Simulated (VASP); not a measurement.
# KCl (Pm-3m) in VASP: a series of runs

Runs on KCl. Level: r2SCAN. Tasks: single point.

Everything below comes from runs of VASP 6.6.1. Logs are shortened: lines on timing, memory, paths and dates and some standing lists are left out, and cuts for length are marked.

### 1 The cell of the first run

It takes space group Pm-3m (No. 221, cubic). The conventional cell has a = 3.771 Å, b = 3.771 Å, c = 3.771 Å, α = 90.00°, β = 90.00°, γ = 90.00°. K (site symmetry m-3m) has 8 Cl at 3.27 Å and 6 K at 3.77 Å within 4.3 Å. Cl (site symmetry m-3m) has 8 K at 3.27 Å and 6 Cl at 3.77 Å within 4.3 Å.

### 2 Single point, r2SCAN

File POSCAR:

```
KCl
1.0
    3.7708085932      0.0000000000      0.0000000000
    0.0000000000      3.7708085932      0.0000000000
    0.0000000000      0.0000000000      3.7708085932
K Cl
1 1
Direct
    0.0000000000      0.0000000000      0.0000000000
    0.5000000000      0.5000000000      0.5000000000
```

File INCAR.step1:

```
  ALGO = Normal
  EDIFF = 1E-4
  ENCUT = 520
  GGA = PE
  ISMEAR = 0
  LASPH = T
  LCHARG = F
  LREAL = F
  LWAVE = T
  NBANDS = 15
  NELM = 60
  PREC = Accurate
  SIGMA = 0.01
```

File INCAR.step2:

```
  ALGO = Normal
  EDIFF = 1E-6
  ENCUT = 520
  ISIF = 2
  ISMEAR = 0
  ISTART = 1
  LASPH = T
  LCHARG = F
  LMIXTAU = T
  LREAL = F
  LWAVE = F
  METAGGA = R2SCAN
  NBANDS = 15
  NELM = 60
  PREC = Accurate
  SIGMA = 0.01
```

File KPOINTS:

```
k-points
0
Gamma
  2 2 2
```

Potentials or basis: VASP PAW PBE potentials, release 64 (K_sv, Cl).

Launch:

```console
$ cat potpaw_PBE.64/K_sv/POTCAR potpaw_PBE.64/Cl/POTCAR > POTCAR
$ cp INCAR.step1 INCAR
$ mpirun -np 1 vasp_std > vasp.out
$ cp INCAR.step2 INCAR
$ mpirun -np 1 vasp_std > vasp.out
```

OUTCAR:

```text
EDIFF = 1E-6
   ENCUT = 520
   ISIF = 2
   ISMEAR = 0
   ISTART = 1
   LASPH = T
   LREAL = F
   METAGGA = R2SCAN
   NELM = 60
   PREC = Accurate

 ion  position               nearest neighbor table
   1  0.000  0.000  0.000-
   2  0.500  0.500  0.500-

  LATTYP: Found a simple cubic cell.
 ALAT       =     3.7708085932

  Lattice vectors:

 A1 = (   3.7708085932,   0.0000000000,   0.0000000000)
 A2 = (   0.0000000000,   3.7708085932,   0.0000000000)
 A3 = (   0.0000000000,   0.0000000000,   3.7708085932)

Analysis of symmetry for initial positions (statically):
=====================================================================
 Subroutine PRICEL returns:
 Original cell was already a primitive cell.

 Routine SETGRP: Setting up the symmetry group for a
 simple cubic supercell.

 Subroutine GETGRP returns: Found 48 space group operations
 (whereof 48 operations were pure point group operations)
 out of a pool of 48 trial point group operations.

The static configuration has the point symmetry O_h .

Analysis of symmetry for dynamics (positions and initial velocities):
=====================================================================
 Subroutine PRICEL returns:
 Original cell was already a primitive cell.

 Routine SETGRP: Setting up the symmetry group for a
 simple cubic supercell.

 Subroutine GETGRP returns: Found 48 space group operations
 (whereof 48 operations were pure point group operations)
 out of a pool of 48 trial point group operations.

The dynamic configuration has the point symmetry O_h .

 Subroutine INISYM returns: Found 48 space group operations
 (whereof 48 operations are pure point group operations),
 and found     1 'primitive' translations

----------------------------------------------------------------------------------------

                                     Primitive cell

  volume of cell :      53.6171

  direct lattice vectors                    reciprocal lattice vectors
     3.770808593  0.000000000  0.000000000     0.265195110  0.000000000  0.000000000
     0.000000000  3.770808593  0.000000000     0.000000000  0.265195110  0.000000000
     0.000000000  0.000000000  3.770808593     0.000000000  0.000000000  0.265195110

  length of vectors
     3.770808593  3.770808593  3.770808593     0.265195110  0.265195110  0.265195110

  position of ions in fractional coordinates (direct lattice)
     0.000000000  0.000000000  0.000000000
     0.500000000  0.500000000  0.500000000

  ion indices of the primitive-cell ions
   primitive index   ion index
                 1           1
                 2           2
[... 62 lines left out ...]
   NELECT =      16.0000    total number of electrons
   NUPDOWN=      -1.0000    fix difference up-down
   EMIN   =  10.00;   EMAX   =-10.00  energy-range for DOS
   EFERMI =   0.00;   METHOD = LEGACY
   ISMEAR =     0;   SIGMA  =   0.01  broadening in eV -4-tet -1-fermi 0-gaus
   EFERMI_NEDOS =   21; number of points for ismear=-14 and -15
   IALGO  =     38    algorithm
   IMIX   =      4    mixing-type and parameters
     AMIX     =   0.40;   BMIX     =  1.00
     AMIX_MAG =   1.60;   BMIX_MAG =  1.00
  volume/ion in A,a.u.               =      26.81       180.91
  Fermi-wavevector in a.u.,A,eV,Ry     =   1.093991  2.067343 16.283669  1.196816
  Thomas-Fermi vector in A             =   2.230287
   LORBIT       =      0    0 simple, 1 ext, 2 COOP (PROOUT), +10 PAW based schemes
   METAGGA = R2SCAN    functional components
   LHFCALC =     F    Hartree Fock is set to
   AEXX    =    0.0000 exact exchange contribution
   IVDW    =     0    specifies the selected vdW correction
   LEPSILON=     F    determine dielectric tensor
   LRPA    =     F    only Hartree local field effects (RPA)
 non-spin polarized calculation
 Gauss-broadening in eV      SIGMA  =   0.01
  energy-cutoff  :      520.00
  volume of cell :       53.62
 maximum number of plane-waves:      1472
   NGX = 15   NGY = 15   NGZ = 15

 number of electron      16.0000004 magnetization

 Free energy of the ion-electron system (eV)
  ---------------------------------------------------
  ext. energy  EPLUGINS =         0.00000000
  ---------------------------------------------------
  free energy    TOTEN  =       -16.19026765 eV

  energy without entropy =      -16.19026765  energy(sigma->0) =      -16.19026765

 E-fermi :  -0.7312     XC(G=0):  -8.7041

 val. band max:       -0.8226627517   @ k =   0.5000   0.5000   0.0000
 cond. band min:       4.8892440278   @ k =   0.0000   0.0000   0.0000
 fundamental gap:      5.7119067795
 Fermi energy:        -0.7312400886

 k-point     1 :       0.0000    0.0000    0.0000
  band No.  band energies     occupation
      1     -30.0919      2.00000
      2     -14.0397      2.00000
      3     -12.6984      2.00000
      4     -12.6984      2.00000
      5     -12.6984      2.00000
      6      -1.0438      2.00000
      7      -1.0438      2.00000
      8      -1.0438      2.00000
      9       4.8892      0.00000
     10       6.1473      0.00000
     11       6.1473      0.00000
     12      10.6283      0.00000
     13      10.6283      0.00000
     14      10.6283      0.00000
[... 41 lines left out ...]
      2     -13.5596      2.00000
      3     -12.8904      2.00000
      4     -12.8904      2.00000
      5     -12.8904      2.00000
      6      -2.2951      2.00000
      7      -2.2951      2.00000
      8      -2.2951      2.00000
      9       8.7393      0.00000
     10       8.7393      0.00000
     11       8.7393      0.00000
     12      10.0213      0.00000
     13      10.0213      0.00000
     14      10.0213      0.00000
     15      12.2996      0.00000

------------------------ aborting loop because EDIFF is reached ----------------------------------------

  FORCE on cell =-STRESS in cart. coord.  units (eV):
  Direction    XX          YY          ZZ          XY          YZ          ZX
  --------------------------------------------------------------------------------------
  -------------------------------------------------------------------------------------
  Total        0.4595723      0.4595723      0.4595723     -0.0000000      0.0000000      0.0000000
  in kB       13.7328594     13.7328594     13.7328594     -0.0000000      0.0000000      0.0000000
  external PRESSURE =      13.7328594 kB  Pullay stress =       0.0000000 kB

 VOLUME and BASIS-vectors are now :
 -----------------------------------------------------------------------------
  energy-cutoff  :      520.00
  volume of cell :       53.62
      direct lattice vectors                 reciprocal lattice vectors
     3.770808593  0.000000000  0.000000000     0.265195110  0.000000000  0.000000000
     0.000000000  3.770808593  0.000000000     0.000000000  0.265195110  0.000000000
     0.000000000  0.000000000  3.770808593     0.000000000  0.000000000  0.265195110

 POSITION                                       TOTAL-FORCE (eV/Angst)
 -----------------------------------------------------------------------------------
      0.00000      0.00000      0.00000         0.000000      0.000000      0.000000
      1.88540      1.88540      1.88540         0.000000      0.000000      0.000000
 -----------------------------------------------------------------------------------
    total drift:                               -0.000000      0.000000      0.000000

  FREE ENERGIE OF THE ION-ELECTRON SYSTEM (eV)
  ---------------------------------------------------
  free  energy   TOTEN  =       -16.1902676540 eV

  energy  without entropy=      -16.1902676540  energy(sigma->0) =      -16.19026765
```

OSZICAR.step1:

```text
N       E                     dE             d eps       ncg     rms          rms(c)
DAV:   1     0.940242698875E+02    0.94024E+02   -0.72460E+03   120   0.968E+02
DAV:   2    -0.172256032878E+01   -0.95747E+02   -0.90198E+02   155   0.236E+02
DAV:   3    -0.655647051503E+01   -0.48339E+01   -0.48040E+01   162   0.477E+01
DAV:   4    -0.677800591786E+01   -0.22154E+00   -0.22152E+00   188   0.818E+00
DAV:   5    -0.677980033587E+01   -0.17944E-02   -0.17944E-02   155   0.820E-01    0.312E+00
DAV:   6    -0.645429801738E+01    0.32550E+00   -0.32720E-01   134   0.342E+00    0.254E+00
DAV:   7    -0.641217625707E+01    0.42122E-01   -0.11953E-01   141   0.221E+00    0.166E+00
DAV:   8    -0.641566907926E+01   -0.34928E-02   -0.23306E-02   157   0.113E+00    0.393E-01
DAV:   9    -0.641535816190E+01    0.31092E-03   -0.90828E-04   134   0.190E-01    0.156E-01
DAV:  10    -0.641564543372E+01   -0.28727E-03   -0.48046E-04   134   0.158E-01    0.540E-02
DAV:  11    -0.641563744021E+01    0.79935E-05   -0.12017E-05   109   0.294E-02
   1 F= -.64156374E+01 E0= -.64156374E+01  d E =-.140719E-25
```

Wall time 21 s (1 thread of Intel Xeon Platinum 8259CL at 2.50GHz (Skylake/Cascade Lake), shared host); peak memory 0.16 GiB.

What came out:

* Free energy: -16.1903 eV
* Pressure: 1.4 GPa
* Band gap on the k mesh: 5.71 eV, indirect (least direct gap 5.93 eV)

Levels at points of the mesh, in eV from the valence-band top:
```tsv
k point	band 6	band 7	band 8	band 9	band 10	band 11
(0.00, 0.00, 0.00)	-0.22	-0.22	-0.22	5.71	6.97	6.97
(0.50, 0.00, 0.00)	-1.93	-0.24	-0.24	8.41	8.65	9.22
(0.50, 0.50, 0.00)	-1.32	-1.32	0.00	6.73	7.98	9.59
(0.50, 0.50, 0.50)	-1.47	-1.47	-1.47	9.56	9.56	9.56
```

Caveat: the k points lie up to 0.83 Å⁻¹ apart; the PAW data sets were made with another functional, which shifts forces and pressure a little.

### 3 Single point, r2SCAN

POSCAR is that of step 2.

File INCAR.step1:

```
ALGO = Normal
EDIFF = 1E-4
ENCUT = 520
GGA = PE
ISMEAR = 0
LASPH = True
LCHARG = False
LREAL = False
LWAVE = True
NBANDS = 15
NELM = 80
PREC = Accurate
SIGMA = 0.01
```

File INCAR.step2:

```
ALGO = Normal
EDIFF = 1E-6
ENCUT = 520
ISIF = 2
ISMEAR = 0
ISTART = 1
LASPH = True
LCHARG = False
LMIXTAU = True
LREAL = False
LWAVE = False
METAGGA = R2SCAN
NBANDS = 15
NELM = 80
PREC = Accurate
SIGMA = 0.01
```

File KPOINTS:

```
k-points
0
Gamma
  6 6 6
```

Potentials or basis: VASP PAW PBE potentials, release 64 (K_sv, Cl).

Launch:

```console
$ cat potpaw_PBE.64/K_sv/POTCAR potpaw_PBE.64/Cl/POTCAR > POTCAR
$ cp INCAR.step1 INCAR
$ mpirun -np 1 vasp_std > vasp.out
$ cp INCAR.step2 INCAR
$ mpirun -np 1 vasp_std > vasp.out
```

Run time: 48 s. Hardware: 1 thread of Intel Xeon Platinum 8259CL at 2.50GHz (Skylake/Cascade Lake), shared host; peak memory 0.17 GiB.

It converged, with:

```
Free energy            : -16.4076 eV
Pressure               : 0.0 GPa
Band gap on the k mesh : 5.81 eV, indirect (least direct gap 6.02 eV)
```

Levels at points of the mesh, in eV from the valence-band top:
```csv
k point,band 5,band 6,band 7,band 8,band 9,band 10,band 11,band 12
"(0.00, 0.00, 0.00)",-11.69,-0.22,-0.22,-0.22,5.81,7.09,7.09,11.60
"(0.50, 0.00, 0.00)",-11.56,-1.90,-0.23,-0.23,8.56,8.74,9.32,10.84
"(0.50, 0.50, 0.00)",-11.63,-1.30,-1.30,0.00,6.86,8.08,9.73,9.73
"(0.50, 0.50, 0.50)",-11.89,-1.45,-1.45,-1.45,9.67,9.67,9.67,10.96
```

Caveat: the PAW data sets were made with another functional, which shifts forces and pressure a little. r2SCAN opens gaps a little over a GGA but as a rule still falls short of measured ones.
